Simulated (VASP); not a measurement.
Here is a VASP 6.6.1 calculation.

The input INCAR:

```
SYSTEM = PbSe
PREC = Accurate
ENCUT = 500
EDIFF = 1E-6
ISMEAR = 0
SIGMA = 0.018000000000000002
LREAL = .FALSE.
LASPH = .TRUE.
NELM = 120
ALGO = Normal
ISIF = 2
LWAVE = .FALSE.
LCHARG = .FALSE.
GGA = PE
NBANDS = 17
GGA_COMPAT = .FALSE.
```

KPOINTS

```
regular mesh
0
G
  7 7 7
  0 0 0
```

POSCAR

```
PbSe
1.0
    3.7843220000      0.0000000000      0.0000000000
    0.0000000000      3.7843220000      0.0000000000
    0.0000000000      0.0000000000      3.7843220000
Pb Se
1 1
Direct
    0.0000000000      0.0000000000      0.0000000000
    0.5000000000      0.5000000000      0.5000000000
```

Potentials or basis: VASP PAW PBE potentials, release 64 (Pb_d, Se).

The run is started by

```bash
$ cat potpaw_PBE.64/Pb_d/POTCAR potpaw_PBE.64/Se/POTCAR > POTCAR
$ mpirun -np 1 vasp_std > vasp.out
```

Problem. Estimate the band gap on the k mesh.

Solution. Zero (band 10 reaches 5.29 eV, above the bottom of band 11 at 5.19 eV).

Problem. What does it give for the pressure?

Solution. -0.2 GPa.

Caveat: spin-orbit coupling is left out, which moves the levels of the heavy elements.
